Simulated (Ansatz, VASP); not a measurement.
**One calculation of MgS, two programs**

```xyz
2
Lattice="6.5286 0.0000 0.0000 -3.2643 5.6540 0.0000 0.0000 0.0000 4.4559" Properties=species:S:1:pos:R:3 pbc="T T T"
Mg    0.0000    0.0000    0.0000
S     0.0000    0.0000    2.2280
```

Alike in both runs: task relaxation of cell and atoms; functional PBE; k mesh 6 × 6 × 6; occupations gaussian, width 0.02 eV; no spin polarisation.

|  | VASP | Ansatz |
| --- | --- | --- |
| version | VASP 6.6.1 | Ansatz 0.2.0 |
| potentials or method | VASP PAW PBE potentials, release 64 (Mg, S), cutoff 600 eV | scalar-relativistic, plane waves, PAW |
| valence electrons in the cell | 8 | 16 |

|  | VASP | Ansatz | Ansatz less VASP |
| --- | --- | --- | --- |
| gap on the k mesh at the Fermi level, each at its own relaxed structure (eV) | 2.55 | 2.44 | -0.112 |
| relaxed volume (Å³/atom) | 93.48 | 82.24 | -11.242 |
| relaxed cell length with the largest relative difference (Å) | 6.960 | 6.529 | -0.4318 |

One of these differences is far larger than is usual between the two programs; its cause wasn't traced. VASP's potentials hold 8 valence electrons a cell and Ansatz's 16, so a difference there can come from the potentials and not from the codes. Ansatz's warnings: xc potential rough in thin density.
